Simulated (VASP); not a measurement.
MgO, 4 atoms in the cell. The structure is hexagonal, space group P6_3/mmc (No. 194). The conventional cell has a = 2.958 Å, b = 2.958 Å, c = 5.157 Å, α = 90.00°, β = 90.00°, γ = 120.00°. Mg (site symmetry -3m) has 6 O at 2.14 Å and 2 Mg at 2.58 Å within 2.8 Å. Within 2.8 Å of O (site symmetry -6m2) lie 6 Mg at 2.14 Å. 

- Program: VASP 6.6.1
- Task: single point
- Functional: PBE
- Potentials or basis: VASP PAW PBE potentials, release 64 (Mg, O)
- Cutoff: 520 eV
- k mesh: 12 × 12 × 6
- Occupations: fermi-dirac, width 0.02 eV
- Spin: no spin polarisation
- Dipole correction: no
- Further INCAR settings: ALGO = Normal; EDIFF = 1e-06; NBANDS = 16

Potentials or basis: VASP PAW PBE potentials, release 64 (Mg, O).

The run is started by

```bash
$ cat potpaw_PBE.64/Mg/POTCAR potpaw_PBE.64/O/POTCAR > POTCAR
$ mpirun -np 1 vasp_std > vasp.out
```

Hardware: 1 thread of AMD EPYC 7R13 Processor (Zen 3), on a shared host.

Task: How long does it take, and how much memory?

Result: It took 33 s on 1 thread of AMD EPYC 7R13 Processor (Zen 3), on a shared host, peak memory 0.15 GiB. Counts: scf iterations 12, k points 76.
